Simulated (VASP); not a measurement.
Input of a VASP 6.6.1 run:

File INCAR:

```
SYSTEM = Mg
PREC = Accurate
ENCUT = 600
EDIFF = 1E-6
ISMEAR = -1
SIGMA = 0.05
LREAL = .FALSE.
LASPH = .TRUE.
NELM = 60
ALGO = Normal
ISIF = 3
LWAVE = .FALSE.
LCHARG = .FALSE.
GGA = B5
ALDAX = 1.0
AGGAX = 1.0
AGGAC = 1.0
ALDAC = 0.0
IVDW = 12
VDW_S6 = 1.0
VDW_S8 = 2.6996
VDW_A1 = 0.4298
VDW_A2 = 4.2359
IBRION = 2
NSW = 80
EDIFFG = -0.005
```

KPOINTS

```
regular mesh
0
G
  10 10 5
  0 0 0
```

The input POSCAR:

```
Mg
1.0
    3.2093000000      0.0000000000      0.0000000000
   -1.6046500000      2.7793353284      0.0000000000
    0.0000000000      0.0000000000      5.2103000000
Mg
2
Direct
    0.6666666667      0.3333333333      0.7500000000
    0.3333333333      0.6666666667      0.2500000000
```

Potentials or basis: VASP PAW PBE potentials, release 64 (Mg).

The run is started by

```sh
$ cat potpaw_PBE.64/Mg/POTCAR > POTCAR
$ mpirun -np 1 vasp_std > vasp.out
```

Question: Estimate the band gap on the k mesh.

Answer: Zero (band 2 reaches 4.27 eV, above the bottom of band 3 at 2.09 eV).

Question: What does it give for the space group after relaxing (to 0.05 Å)?

Answer: P6_3/mmc (No. 194).

Question: Estimate the relaxed volume.

Answer: 20.55 Å³/atom.

Final structure:
```
Mg
1.0
     3.05034    0.00000    0.00000
    -1.52517    2.64167    0.00000
     0.00000    0.00000    5.10138
Mg
2
Direct
  0.66667 0.33333 0.75000
  0.33333 0.66667 0.25000
```

Caveat: the PAW data sets were made with another functional, which shifts forces and pressure a little; the volume moved by -12 % from the deposited cell, more than functionals usually miss; pairwise dispersion overbinds metals, which lowers pressure and volume.
